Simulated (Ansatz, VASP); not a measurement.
# Y3NbO2: VASP beside Ansatz

Contents of INCAR:

```
  ALGO = Normal
  EDIFF = 1E-6
  ENCUT = 520
  GGA = PE
  ISIF = 2
  ISMEAR = 0
  ISPIN = 2
  LASPH = T
  LCHARG = F
  LMAXMIX = 4
  LORBIT = 11
  LREAL = F
  LWAVE = F
  MAGMOM = 0.08 0.08 0.03 0.01 0 0.01
  NBANDS = 42
  NELM = 150
  PREC = Accurate
  SIGMA = 0.1
```

File KPOINTS:

```
k-points
0
Gamma
  4 4 6
```

File POSCAR:

```
Y3NbO2
1.0
    5.4622861100      0.0000000000      0.0000000000
    0.0000000000      5.4622861100      0.0000000000
    0.0000000000      0.0000000000      3.4234729200
Y Nb O
3 1 2
Direct
    0.0000000000      0.5000000000      0.5000000000
    0.5000000000      0.0000000000      0.5000000000
    0.0000000000      0.0000000000      0.5000000000
    0.5000000000      0.5000000000      0.0000000000
    0.5000000000      0.5000000000      0.5000000000
    0.0000000000      0.0000000000      0.0000000000
```

Input for Ansatz:

```yaml
crystal:
  lattice:
    - [5.46228611, 0.0, 0.0]
    - [0.0, 5.46228611, 0.0]
    - [0.0, 0.0, 3.42347292]
  atoms:
    - { symbol: "Y", position: [0.0, 0.5, 0.5] }
    - { symbol: "Y", position: [0.5, 0.0, 0.5] }
    - { symbol: "Y", position: [0.0, 0.0, 0.5] }
    - { symbol: Nb, position: [0.5, 0.5, 0.0] }
    - { symbol: O, position: [0.5, 0.5, 0.5] }
    - { symbol: O, position: [0.0, 0.0, 0.0] }
basis:
  ecutwfc: 420
kpoints:
  mp_grid: { grid: [4, 4, 6] }
hamiltonian:
  xc: pbe
scf:
  occupations: { method: gaussian, width: 0.1 }
  lower_state_search: "off"
output:
  forces: true
  stress: true
  eigenvalues: true
  populations: true
magnetization:
  spin_polarized: true
```

Alike in both runs: task single point; functional PBE; k mesh 4 × 4 × 6; occupations gaussian, width 0.1 eV; collinear spin.

```csv
,VASP,Ansatz
version,VASP 6.6.1,Ansatz 0.2.0
potentials or method,"VASP PAW PBE potentials, release 64 (Y_sv, Nb_sv, O), cutoff 520 eV","scalar-relativistic, plane waves, PAW"
valence electrons in the cell,58,58
```

|  | VASP | Ansatz | Ansatz less VASP |
| --- | --- | --- | --- |
| gap on the k mesh at the Fermi level (eV) | none | none | - |
| net moment per atom (μB) | 0.00 | 0.08 | +0.081 |
| size of the moment on the site where the two differ most (μB) | 0.00 | 0.07 | +0.070 |

Site moments also hang on the region over which each program counts them. A gap of «none» marks a metal or a gap that the smearing closes. The functional is the same, so the differences come from potentials, cutoffs and numerics. Ansatz's warnings: no starting moments.
